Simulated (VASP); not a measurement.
# TiTeW3 (P6/mmm) in VASP: single point with PBE

Aim: the single point of TiTeW3 with PBE.

All numbers are computed with VASP 6.6.1; they aren't measurements. Logs are shortened: lines on timing, memory, paths and dates and some standing lists are left out, and cuts for length are marked.

**1. The cell of the first run**

The structure is hexagonal, space group P6/mmm (No. 191). The conventional cell has a = 4.385 Å, b = 4.385 Å, c = 6.376 Å, α = 90.00°, β = 90.00°, γ = 120.00°. Ti (site symmetry 6/mmm) has 6 W at 2.19 Å within 2.9 Å. Te (site symmetry 6/mmm) has 2 Ti at 3.19 Å and 12 W at 3.87 Å within 4.2 Å. Within 2.9 Å of W (site symmetry mmm) lie 4 W at 2.19 Å and 2 Ti at 2.19 Å.

The cell was built from a structure type or drawn by symmetry, and may not be a known phase.

**2. Single point, PBE**

Input file INCAR:

```
PREC     = Accurate       # precision mode
ENCUT    = 520            # plane-wave cutoff, eV
EDIFF    = 1E-7           # SCF threshold, eV
ISMEAR   = 0              # smearing method
SIGMA    = 0.1            # smearing width, eV
LREAL    = F              # projectors in reciprocal space
LASPH    = T              # aspherical terms in the spheres
NELM     = 100            # most SCF steps
ALGO     = Normal         # electronic algorithm
ISIF     = 2              # what is computed and relaxed
LWAVE    = F              # write WAVECAR
LCHARG   = F              # write CHGCAR
GGA      = PE             # functional
NBANDS   = 38             # bands
```

Input file KPOINTS:

```
Automatic mesh
0
Gamma
  6 6 4
```

Input file POSCAR:

```
TiTeW3
1.0
    4.3846321500      0.0000000000      0.0000000000
   -2.1923160700      3.7972028300      0.0000000000
    0.0000000000      0.0000000000      6.3762608500
Ti Te W
1 1 3
Direct
    0.0000000000      0.0000000000      0.0000000000
    0.0000000000      0.0000000000      0.5000000000
    0.5000000000      0.0000000000      0.0000000000
    0.0000000000      0.5000000000      0.0000000000
    0.5000000000      0.5000000000      0.0000000000
```

Potentials or basis: VASP PAW PBE potentials, release 64 (Ti_sv, Te, W_sv).

Started as:

```sh
$ cat potpaw_PBE.64/Ti_sv/POTCAR potpaw_PBE.64/Te/POTCAR potpaw_PBE.64/W_sv/POTCAR > POTCAR
$ mpirun -np 1 vasp_std > vasp.out
```

OUTCAR:

```text
PREC = Accurate
   ENCUT = 520
   EDIFF = 1E-7
   ISMEAR = 0
   LREAL = F
   LASPH = T
   NELM = 100
   ISIF = 2
   GGA = PE

 ion  position               nearest neighbor table
   1  0.000  0.000  0.000-   4 2.19   4 2.19   3 2.19   3 2.19   5 2.19   5 2.19   2 3.19   2 3.19

   2  0.000  0.000  0.500-   1 3.19   1 3.19
   3  0.500  0.000  0.000-   5 2.19   5 2.19   1 2.19   1 2.19   4 2.19   4 2.19
   4  0.000  0.500  0.000-   1 2.19   1 2.19   5 2.19   5 2.19   3 2.19   3 2.19
   5  0.500  0.500  0.000-   3 2.19   3 2.19   4 2.19   4 2.19   1 2.19   1 2.19

  LATTYP: Found a hexagonal cell.
 ALAT       =     4.3846321500
 C/A-ratio  =     1.4542293702

  Lattice vectors:

 A1 = (   4.3846321500,   0.0000000000,   0.0000000000)
 A2 = (  -2.1923160700,   3.7972028300,   0.0000000000)
 A3 = (   0.0000000000,   0.0000000000,   6.3762608500)

Analysis of symmetry for initial positions (statically):
=====================================================================
 Subroutine PRICEL returns:
 Original cell was already a primitive cell.

 Routine SETGRP: Setting up the symmetry group for a
 hexagonal supercell.

 Subroutine GETGRP returns: Found 24 space group operations
 (whereof 24 operations were pure point group operations)
 out of a pool of 24 trial point group operations.

The static configuration has the point symmetry D_6h.

Analysis of symmetry for dynamics (positions and initial velocities):
=====================================================================
 Subroutine PRICEL returns:
 Original cell was already a primitive cell.

 Routine SETGRP: Setting up the symmetry group for a
 hexagonal supercell.

 Subroutine GETGRP returns: Found 24 space group operations
 (whereof 24 operations were pure point group operations)
 out of a pool of 24 trial point group operations.

The dynamic configuration has the point symmetry D_6h.

 Subroutine INISYM returns: Found 24 space group operations
 (whereof 24 operations are pure point group operations),
 and found     1 'primitive' translations

----------------------------------------------------------------------------------------

                                     Primitive cell

  volume of cell :     106.1605

  direct lattice vectors                    reciprocal lattice vectors
     4.384632150  0.000000000  0.000000000     0.228069303  0.131675873  0.000000000
    -2.192316070  3.797202830  0.000000000     0.000000000  0.263351747  0.000000000
     0.000000000  0.000000000  6.376260850     0.000000000  0.000000000  0.156831727

  length of vectors
     4.384632150  4.384632149  6.376260850     0.263351747  0.263351747  0.156831727

  position of ions in fractional coordinates (direct lattice)
     0.000000000  0.000000000  0.000000000
     0.000000000  0.000000000  0.500000000
     0.500000000  0.000000000  0.000000000
     1.000000000  0.500000000  0.000000000
     0.500000000  0.500000000  0.000000000

  ion indices of the primitive-cell ions
   primitive index   ion index
                 1           1
                 2           2
                 3           3
                 4           4
                 5           5

----------------------------------------------------------------------------------------

 KPOINTS: Automatic mesh

Automatic generation of k-mesh.
 Grid dimensions read from file:
 generate k-points for:    6    6    4

 Generating k-lattice:

  Cartesian coordinates                     Fractional coordinates (reciprocal lattice)
     0.038011551  0.021945979  0.000000000     0.166666667 -0.000000000  0.000000000
     0.000000000  0.043891958  0.000000000     0.000000000  0.166666667  0.000000000
     0.000000000  0.000000000  0.039207932     0.000000000  0.000000000  0.250000000

  Length of vectors
     0.043891958  0.043891958  0.039207932

  Shift w.r.t. Gamma in fractional coordinates (k-lattice)
     0.000000000  0.000000000  0.000000000

 Subroutine IBZKPT returns following result:
 ===========================================

 Found     21 irreducible k-points:

 Following reciprocal coordinates:
            Coordinates               Weight
  0.000000  0.000000  0.000000      1.000000
  0.166667  0.000000  0.000000      6.000000
  0.333333  0.000000  0.000000      6.000000
  0.500000  0.000000  0.000000      3.000000
  0.166667  0.166667  0.000000      6.000000
  0.333333  0.166667  0.000000     12.000000
[... 13 lines left out ...]
  0.333333  0.166667  0.500000     12.000000
  0.333333  0.333333  0.500000      2.000000
   k-points           NKPTS =     21   k-points in BZ     NKDIM =     21   number of bands    NBANDS=     38
   number of dos      NEDOS =    301   number of ions     NIONS =      5
   total plane-waves  NPLWV =  62208
   dimension x,y,z NGX =    36 NGY =   36 NGZ =   48
   dimension x,y,z NGXF=    72 NGYF=   72 NGZF=   96
   ions per type =               1   1   3
   NGX,Y,Z   is equivalent  to a cutoff of  13.65, 13.65, 12.51 a.u.
   NGXF,Y,Z  is equivalent  to a cutoff of  27.30, 27.30, 25.03 a.u.
 SYSTEM =  unknown system
   PREC   = accura    normal or accurate (medium, high low for compatibility)
   ISTART =      0    job   : 0-new  1-cont  2-samecut
   ICHARG =      2    charge: 1-file 2-atom 10-const
   ISPIN  =      1    spin polarized calculation?
   LNONCOLLINEAR =      F non collinear calculations
   LSORBIT =      F    spin-orbit coupling
   LASPH  =      T    aspherical Exc in radial PAW
   ENCUT  =  520.0 eV  38.22 Ry    6.18 a.u.   8.15  8.15 11.86*2*pi/ulx,y,z
   NELM   =    100;   NELMIN=  2; NELMDL= -5     # of ELM steps
   EDIFF  = 0.1E-06   stopping-criterion for ELM
   LREAL  =      F    real-space projection
   EDIFFG = 0.1E-05   stopping-criterion for IOM
   NSW    =      0    number of steps for IOM
   IBRION =     -1    ionic relax: 0-MD 1-quasi-New 2-CG
   NFREE  =      0    steps in history (QN), initial steepest desc. (CG)
   ISIF   =      2    stress and relaxation
   ISYM   =      2    0-nonsym 1-usesym 2-fastsym
   POTIM  = 0.5000    time-step for ionic-motion
   TEBEG  =    0.0;   TEEND  =   0.0 temperature during run
   PSTRESS=    0.0 pullay stress
   NELECT =      60.0000    total number of electrons
   NUPDOWN=      -1.0000    fix difference up-down
   EMIN   =  10.00;   EMAX   =-10.00  energy-range for DOS
   EFERMI =   0.00;   METHOD = LEGACY
   ISMEAR =     0;   SIGMA  =   0.10  broadening in eV -4-tet -1-fermi 0-gaus
   EFERMI_NEDOS =   21; number of points for ismear=-14 and -15
   IALGO  =     38    algorithm
   IMIX   =      4    mixing-type and parameters
     AMIX     =   0.40;   BMIX     =  1.00
     AMIX_MAG =   1.60;   BMIX_MAG =  1.00
  volume/ion in A,a.u.               =      21.23       143.28
  Fermi-wavevector in a.u.,A,eV,Ry     =   1.353539  2.557819 24.926811  1.832069
  Thomas-Fermi vector in A             =   2.480786
   LORBIT       =      0    0 simple, 1 ext, 2 COOP (PROOUT), +10 PAW based schemes
   GGA     = PE    functional components
   LHFCALC =     F    Hartree Fock is set to
   AEXX    =    0.0000 exact exchange contribution
   IVDW    =     0    specifies the selected vdW correction
   LEPSILON=     F    determine dielectric tensor
   LRPA    =     F    only Hartree local field effects (RPA)
 non-spin polarized calculation
 Gauss-broadening in eV      SIGMA  =   0.10
  energy-cutoff  :      520.00
  volume of cell :      106.16
 maximum number of plane-waves:      2885
 NGX is ok and might be reduce to    36
   NGX = 17   NGY = 17   NGZ = 23

 number of electron      59.9999992 magnetization

 Free energy of the ion-electron system (eV)
  ---------------------------------------------------
  ext. energy  EPLUGINS =         0.00000000
  ---------------------------------------------------
  free energy    TOTEN  =       -26.16023148 eV

  energy without entropy =      -26.13648116  energy(sigma->0) =      -26.14835632

 E-fermi :   7.3437     XC(G=0): -10.7473

 val. band max:        7.2962241097   @ k =   0.3333   0.0000   0.5000
 cond. band min:       7.3718364213   @ k =   0.5000   0.0000   0.5000
 fundamental gap:      0.0756123116
 Fermi energy:         7.3436981109

 k-point     1 :       0.0000    0.0000    0.0000
  band No.  band energies     occupation
      1     -67.4817      2.00000
      2     -66.3562      2.00000
      3     -66.3562      2.00000
      4     -48.8811      2.00000
      5     -35.7383      2.00000
      6     -33.9015      2.00000
[... 30 lines left out ...]
     37      11.9382      0.00000
     38      13.7318      0.00000

 k-point     2 :       0.1667    0.0000    0.0000
  band No.  band energies     occupation
      1     -67.4187      2.00000
      2     -66.4268      2.00000
      3     -66.3568      2.00000
      4     -48.9006      2.00000
      5     -35.4518      2.00000
      6     -33.6959      2.00000
[... 30 lines left out ...]
     37      11.7696      0.00000
     38      13.3428      0.00000

 k-point     3 :       0.3333    0.0000    0.0000
  band No.  band energies     occupation
      1     -67.2541      2.00000
      2     -66.6065      2.00000
      3     -66.3581      2.00000
      4     -48.9389      2.00000
      5     -34.7820      2.00000
      6     -33.1000      2.00000
[... 30 lines left out ...]
     37      10.7605      0.00000
     38      10.9246      0.00000

 k-point     4 :       0.5000    0.0000    0.0000
  band No.  band energies     occupation
      1     -67.1197      2.00000
      2     -66.7485      2.00000
      3     -66.3588      2.00000
      4     -48.9577      2.00000
      5     -34.3868      2.00000
      6     -32.2819      2.00000
[... 30 lines left out ...]
     37       9.3015      0.00000
     38       9.5542      0.00000
[... 580 lines left out ...]
      4     -48.9293      2.00000
      5     -34.9492      2.00000
      6     -33.3840      2.00000
[... 30 lines left out ...]
     37      10.9774      0.00000
     38      11.7084      0.00000

 k-point    20 :       0.3333    0.1667    0.5000
  band No.  band energies     occupation
      1     -67.1203      2.00000
      2     -66.7472      2.00000
      3     -66.3595      2.00000
      4     -48.9576      2.00000
      5     -34.2616      2.00000
      6     -32.8939      2.00000
[... 30 lines left out ...]
     37       9.6839      0.00000
     38      11.0927      0.00000

 k-point    21 :       0.3333    0.3333    0.5000
  band No.  band energies     occupation
      1     -66.9352      2.00000
      2     -66.9352      2.00000
      3     -66.3606      2.00000
      4     -48.9667      2.00000
      5     -33.4199      2.00000
      6     -33.4199      2.00000
[... 30 lines left out ...]
     37      11.1188      0.00000
     38      11.1901      0.00000

------------------------ aborting loop because EDIFF is reached ----------------------------------------

  FORCE on cell =-STRESS in cart. coord.  units (eV):
  Direction    XX          YY          ZZ          XY          YZ          ZX
  --------------------------------------------------------------------------------------
  -------------------------------------------------------------------------------------
  Total       90.0397752     90.0397753     -3.7633375      0.0000001      0.0000000      0.0000000
  in kB     1358.8826357   1358.8826370    -56.7963880      0.0000018      0.0000000      0.0000000
  external PRESSURE =     886.9896282 kB  Pullay stress =       0.0000000 kB

 VOLUME and BASIS-vectors are now :
 -----------------------------------------------------------------------------
  energy-cutoff  :      520.00
  volume of cell :      106.16
      direct lattice vectors                 reciprocal lattice vectors
     4.384632150  0.000000000  0.000000000     0.228069303  0.131675873  0.000000000
    -2.192316070  3.797202830  0.000000000     0.000000000  0.263351747  0.000000000
     0.000000000  0.000000000  6.376260850     0.000000000  0.000000000  0.156831727

 POSITION                                       TOTAL-FORCE (eV/Angst)
 -----------------------------------------------------------------------------------
      0.00000      0.00000      0.00000         0.000000      0.000000      0.000000
      0.00000      0.00000      3.18813        -0.000000      0.000000      0.000000
      2.19232      0.00000      0.00000        -0.000000      0.000000      0.000000
     -1.09616      1.89860      0.00000        -0.000000      0.000000      0.000000
      1.09616      1.89860      0.00000        -0.000000      0.000000      0.000000
 -----------------------------------------------------------------------------------
    total drift:                                0.000000      0.000000     -0.000000

  FREE ENERGIE OF THE ION-ELECTRON SYSTEM (eV)
  ---------------------------------------------------
  free  energy   TOTEN  =       -26.1602314810 eV

  energy  without entropy=      -26.1364811624  energy(sigma->0) =      -26.14835632
```

Run time: 3 min. Hardware: 1 thread of Intel Xeon 8259CL, shared host; peak memory 0.28 GiB.

Results:

- Free energy: -26.1602 eV
- Pressure: 88.7 GPa
- Band gap on the k mesh: zero (bands 30 and 31 overlap by 1.48 eV)

Caveat: the cell stands under pressure; spin-orbit coupling is left out, which moves the levels of the heavy elements.
